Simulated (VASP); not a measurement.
# Na (Pm-3m) in VASP: further runs, part 2 of 2

VASP 6.6.1. The steps go on from the part before.

## Step 3: Single point, PBEsol (34.45 Å³/atom)

This run uses another cell than the first one, of 34.45 Å³/atom.

POSCAR reads:

```
Na
1.0
    3.2537549657      0.0000000000      0.0000000000
    0.0000000000      3.2537549657      0.0000000000
    0.0000000000      0.0000000000      3.2537549657
Na
1
Direct
    0.0000000000      0.0000000000      0.0000000000
```

INCAR.step1 reads:

```
SYSTEM = Na
PREC     = Accurate       ! precision mode
ENCUT    = 520            ! plane-wave cutoff, eV
EDIFF    = 1E-7           ! SCF threshold, eV
ISMEAR   = -1             ! smearing method
SIGMA    = 0.08           ! smearing width, eV
LREAL    = .False.        ! projectors in reciprocal space
LASPH    = .True.         ! aspherical terms in the spheres
NELM     = 80             ! most SCF steps
ALGO     = Normal         ! electronic algorithm
ISIF     = 2              ! what is computed and relaxed
LWAVE    = .False.        ! write WAVECAR
LCHARG   = .True.         ! write CHGCAR
GGA      = PS             ! functional
NBANDS   = 10             ! bands
```

KPOINTS.step1 reads:

```
regular mesh
0
Gamma
  12 12 12
  0 0 0
```

INCAR.step2 reads:

```
SYSTEM = Na
PREC     = Accurate       ! precision mode
ENCUT    = 520            ! plane-wave cutoff, eV
EDIFF    = 1E-7           ! SCF threshold, eV
ISMEAR   = -5             ! smearing method
SIGMA    = 0.08           ! smearing width, eV
LREAL    = .False.        ! projectors in reciprocal space
LASPH    = .True.         ! aspherical terms in the spheres
NELM     = 80             ! most SCF steps
ALGO     = Normal         ! electronic algorithm
ISIF     = 2              ! what is computed and relaxed
LWAVE    = .False.        ! write WAVECAR
LCHARG   = .False.        ! write CHGCAR
GGA      = PS             ! functional
LORBIT   = 11             ! projections on sites
NEDOS    = 2001           ! points of the DOS
ICHARG   = 11             ! starting density
```

KPOINTS.step2 reads:

```
regular mesh
0
Gamma
  18 18 18
  0 0 0
```

Potentials or basis: VASP PAW PBE potentials, release 64 (Na_pv).

Launch:

```
$ cat potpaw_PBE.64/Na_pv/POTCAR > POTCAR
$ cp INCAR.step1 INCAR
$ cp KPOINTS.step1 KPOINTS
$ mpirun -np 1 vasp_std > vasp.out
$ cp INCAR.step2 INCAR
$ cp KPOINTS.step2 KPOINTS
$ mpirun -np 1 vasp_std > vasp.out
```

OUTCAR:

```text
SYSTEM = Na
   PREC = Accurate
   ENCUT = 520
   EDIFF = 1E-7
   ISMEAR = -5
   LREAL = .False.
   LASPH = .True.
   NELM = 80
   ISIF = 2
   GGA = PS
   LORBIT = 11
   ICHARG = 11

 ion  position               nearest neighbor table
   1  0.000  0.000  0.000-

  LATTYP: Found a simple cubic cell.
 ALAT       =     3.2537549657

  Lattice vectors:

 A1 = (   3.2537549657,   0.0000000000,   0.0000000000)
 A2 = (   0.0000000000,   3.2537549657,   0.0000000000)
 A3 = (   0.0000000000,   0.0000000000,   3.2537549657)

Analysis of symmetry for initial positions (statically):
=====================================================================
 Subroutine PRICEL returns:
 Original cell was already a primitive cell.

 Routine SETGRP: Setting up the symmetry group for a
 simple cubic supercell.

 Subroutine GETGRP returns: Found 48 space group operations
 (whereof 48 operations were pure point group operations)
 out of a pool of 48 trial point group operations.

[... 164 lines left out ...]
 cond. band min:       0.5327011825   @ k =   0.3889   0.2778   0.1111
 fundamental gap:     -0.0624149837
 Fermi energy:         0.5512921274

 k-point     1 :       0.0000    0.0000    0.0000
  band No.  band energies     occupation
      1     -24.3895      2.00000
      2     -24.3895      2.00000
      3     -24.3895      2.00000
      4      -2.8993      2.00000
      5       9.3647      0.00000
      6       9.3647      0.00000
      7      10.9991      0.00000
[... 221 lines left out ...]
 k-point    24 :       0.3333    0.1111    0.0000
  band No.  band energies     occupation
      1     -24.4450      2.00000
      2     -24.3932      2.00000
      3     -24.3839      2.00000
      4      -1.1094      2.00000
      5       3.4964      0.00000
      6       9.2499      0.00000
      7      12.1701      0.00000

 [... further k-points ...]

------------------------ aborting loop because EDIFF is reached ----------------------------------------

  FORCE on cell =-STRESS in cart. coord.  units (eV):
  Direction    XX          YY          ZZ          XY          YZ          ZX
  --------------------------------------------------------------------------------------
  -------------------------------------------------------------------------------------
  Total        0.2032296      0.2032296      0.2032296      0.0000000      0.0000000      0.0000000
  in kB        9.4524198      9.4524198      9.4524198      0.0000000      0.0000000      0.0000000
  external PRESSURE =       9.4524198 kB  Pullay stress =       0.0000000 kB

 VOLUME and BASIS-vectors are now :
 -----------------------------------------------------------------------------
  energy-cutoff  :      520.00
  volume of cell :       34.45
      direct lattice vectors                 reciprocal lattice vectors
     3.253754966  0.000000000  0.000000000     0.307337218  0.000000000  0.000000000
     0.000000000  3.253754966  0.000000000     0.000000000  0.307337218  0.000000000
     0.000000000  0.000000000  3.253754966     0.000000000  0.000000000  0.307337218

 POSITION                                       TOTAL-FORCE (eV/Angst)
 -----------------------------------------------------------------------------------
      0.00000      0.00000      0.00000         0.000000      0.000000      0.000000
 -----------------------------------------------------------------------------------
    total drift:                               -0.000000      0.000000      0.000000

  FREE ENERGIE OF THE ION-ELECTRON SYSTEM (eV)
  ---------------------------------------------------
  free  energy   TOTEN  =        -1.2669134254 eV

  energy  without entropy=       -1.2669134254  energy(sigma->0) =       -1.26691343

 total charge

# of ion       s       p       d       tot
------------------------------------------
    1        0.106   5.970   0.000   6.076
```

OUTCAR.step1:

```text
SYSTEM = Na
   PREC = Accurate
   ENCUT = 520
   EDIFF = 1E-7
   ISMEAR = -1
   LREAL = .False.
[... 529 lines left out ...]
 -----------------------------------------------------------------------------------
      0.00000      0.00000      0.00000         0.000000      0.000000      0.000000
 -----------------------------------------------------------------------------------
    total drift:                                0.000000     -0.000000      0.000000

  FREE ENERGIE OF THE ION-ELECTRON SYSTEM (eV)
  ---------------------------------------------------
  free  energy   TOTEN  =        -1.2709743654 eV

  energy  without entropy=       -1.2603571537  energy(sigma->0) =       -1.26566576
```

OSZICAR.step1:

```text
N       E                     dE             d eps       ncg     rms          rms(c)
DAV:   1     0.297848816780E+02    0.29785E+02   -0.37768E+03  1694   0.590E+02
DAV:   2    -0.602700711510E+00   -0.30388E+02   -0.30181E+02  1754   0.159E+02
DAV:   3    -0.127145120707E+01   -0.66875E+00   -0.66808E+00  2060   0.246E+01
DAV:   4    -0.127634642892E+01   -0.48952E-02   -0.48949E-02  1972   0.203E+00
DAV:   5    -0.127641150943E+01   -0.65081E-04   -0.65079E-04  1954   0.230E-01    0.283E-01
DAV:   6    -0.127285114237E+01    0.35604E-02   -0.35760E-03  2010   0.859E-01    0.170E-01
DAV:   7    -0.127108098879E+01    0.17702E-02   -0.36175E-03  2126   0.753E-01    0.501E-02
DAV:   8    -0.127097378531E+01    0.10720E-03   -0.29735E-04  1894   0.297E-01    0.294E-03
DAV:   9    -0.127097426964E+01   -0.48433E-06   -0.11224E-06  1882   0.111E-02    0.153E-03
DAV:  10    -0.127097436544E+01   -0.95796E-07   -0.12144E-07  1884   0.355E-03
   1 F= -.12709744E+01 E0= -.12656658E+01  d E =-.106172E-01
```

Wall time 16 s (1 thread of Intel Xeon Platinum 8559C (Emerald Rapids), shared host); peak memory 0.16 GiB.

Results:

| Property | Result |
| --- | --- |
| Valence electrons inside the program's atomic spheres | Na 6.08 |

Caveat: the PAW data sets were made with another functional, which shifts forces and pressure a little.

## Step 4: Single point, PBEsol

This run uses another cell than the first one, of 39.14 Å³/atom.

POSCAR reads:

```
Na
1.0
    3.3953974633      0.0000000000      0.0000000000
    0.0000000000      3.3953974633      0.0000000000
    0.0000000000      0.0000000000      3.3953974633
Na
1
Direct
    0.0000000000      0.0000000000      0.0000000000
```

INCAR.step1 reads:

```
PREC = Accurate
ENCUT = 520
EDIFF = 1E-6
ISMEAR = -1
SIGMA = 0.08
LREAL = False
LASPH = True
NELM = 80
ALGO = Normal
ISIF = 2
LWAVE = False
LCHARG = True
GGA = PS
NBANDS = 10
```

KPOINTS.step1 reads:

```
Automatic mesh
0
Gamma
  12 12 12
```

INCAR.step2 reads:

```
PREC = Accurate
ENCUT = 520
EDIFF = 1E-6
ISMEAR = -5
SIGMA = 0.08
LREAL = False
LASPH = True
NELM = 80
ALGO = Normal
ISIF = 2
LWAVE = False
LCHARG = False
GGA = PS
LORBIT = 11
NBANDS = 10
NEDOS = 1001
ICHARG = 11
```

KPOINTS.step2 reads:

```
Automatic mesh
0
Gamma
  18 18 18
```

Launch:

```
$ cat potpaw_PBE.64/Na_pv/POTCAR > POTCAR
$ cp INCAR.step1 INCAR
$ cp KPOINTS.step1 KPOINTS
$ mpirun -np 1 vasp_std > vasp.out
$ cp INCAR.step2 INCAR
$ cp KPOINTS.step2 KPOINTS
$ mpirun -np 1 vasp_std > vasp.out
```

Wall time 28 s (1 thread of Intel Xeon Platinum 8559C (Emerald Rapids), shared host); peak memory 0.19 GiB.

Results (log left out):

- Valence electrons inside the program's atomic spheres: Na 6.07

Levels at points of the mesh, in eV from the Fermi level:
```tsv
k point	band 1	band 2	band 3	band 4	band 5	band 6	band 7
(0.00, 0.00, 0.00)	-25.01	-25.01	-25.01	-3.19	8.25	8.25	9.57
(0.50, 0.00, 0.00)	-25.06	-25.01	-25.01	0.01	0.19	10.55	11.95
(0.50, 0.50, 0.00)	-25.05	-25.05	-25.00	2.97	2.97	3.17	4.03
(0.50, 0.50, 0.50)	-25.05	-25.05	-25.05	5.85	5.85	5.85	5.98
```

Caveat: the PAW data sets were made with another functional, which shifts forces and pressure a little.
